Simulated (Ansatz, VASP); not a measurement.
**One calculation of Si, two programs**

File INCAR:

```
SYSTEM = Si
  ALGO = Normal
  EDIFF = 1E-6
  ENCUT = 520
  GGA = PE
  ISIF = 2
  ISMEAR = 0
  LASPH = .True.
  LCHARG = .False.
  LREAL = .False.
  LWAVE = .False.
  NBANDS = 36
  NELM = 100
  PREC = Accurate
  SIGMA = 0.05
```

File KPOINTS:

```
k-points
0
Gamma
  5 7 3
  0 0 0
```

The input POSCAR:

```
Si
1.0
    5.4695214896      0.0000000000      0.0000000000
    0.0000000000      2.7347607448     -2.7347607448
    1.3673803724      9.2298175138      7.1787469552
Si
12
Direct
    0.4375041667     -0.0937437500      0.2499833333
   -0.1041625000      0.3437562500      0.4166500000
    0.3541708333     -0.2187437500      0.5833166667
   -0.1874958333      0.2187562500      0.7499833333
    0.2708375000     -0.3437437500      0.9166500000
   -0.0208291667      0.4687562500      0.0833166667
    0.6458375000     -0.1562437500      0.4166500000
    0.1041708333      0.2812562500      0.5833166667
    0.5625041667     -0.2812437500      0.7499833333
    0.0208375000      0.1562562500      0.9166500000
    0.7291708333     -0.0312437500      0.0833166667
    0.1875041667      0.4062562500      0.2499833333
```

Input for Ansatz:

```yaml
crystal:
  lattice:
    - [5.4695214896, 0.0, 0.0]
    - [0.0, 2.7347607448, -2.7347607448]
    - [1.3673803724, 9.2298175138, 7.1787469552]
  atoms:
    - { symbol: Si, position: [0.4375041667, -0.09374375, 0.2499833333] }
    - { symbol: Si, position: [-0.1041625, 0.34375625, 0.41665] }
    - { symbol: Si, position: [0.3541708333, -0.21874375, 0.5833166667] }
    - { symbol: Si, position: [-0.1874958333, 0.21875625, 0.7499833333] }
    - { symbol: Si, position: [0.2708375, -0.34374375, 0.91665] }
    - { symbol: Si, position: [-0.0208291667, 0.46875625, 0.0833166667] }
    - { symbol: Si, position: [0.6458375, -0.15624375, 0.41665] }
    - { symbol: Si, position: [0.1041708333, 0.28125625, 0.5833166667] }
    - { symbol: Si, position: [0.5625041667, -0.28124375, 0.7499833333] }
    - { symbol: Si, position: [0.0208375, 0.15625625, 0.91665] }
    - { symbol: Si, position: [0.7291708333, -0.03124375, 0.0833166667] }
    - { symbol: Si, position: [0.1875041667, 0.40625625, 0.2499833333] }
basis:
  ecutwfc: 420
kpoints:
  mp_grid: { grid: [5, 7, 3] }
hamiltonian:
  xc: pbe
  pseudopotentials: { kind: paw, azcp: { folder: soft_1 } }
scf:
  occupations: { method: gaussian, width: 0.05 }
output:
  forces: true
  stress: true
  eigenvalues: true
```

Alike in both runs: task single point; functional PBE; k mesh 5 × 7 × 3; occupations gaussian, width 0.05 eV; no spin polarisation.

|  | VASP | Ansatz |
| --- | --- | --- |
| version | VASP 6.6.1 | Ansatz 0.2.0 |
| potentials or method | VASP PAW PBE potentials, release 64 (Si), cutoff 520 eV | scalar-relativistic, plane waves, PAW |
| valence electrons in the cell | 48 | 48 |

VASP gave:

- gap on the k mesh at the Fermi level (eV): none
- pressure (GPa): 0.5
- traceless stress, the component that is largest in VASP (GPa): 1.04
- rms of the force components (eV/Å): 0.531

Problem. Estimate Ansatz's values.

Solution. gap on the k mesh at the Fermi level (eV): none; pressure (GPa): 0.6; traceless stress, the component that is largest in VASP (GPa): 1.03; rms of the force components (eV/Å): 0.534.

Atom by atom the forces differ by 0.003 eV/Å (rms over components). A gap of «none» marks a metal or a gap that the smearing closes.
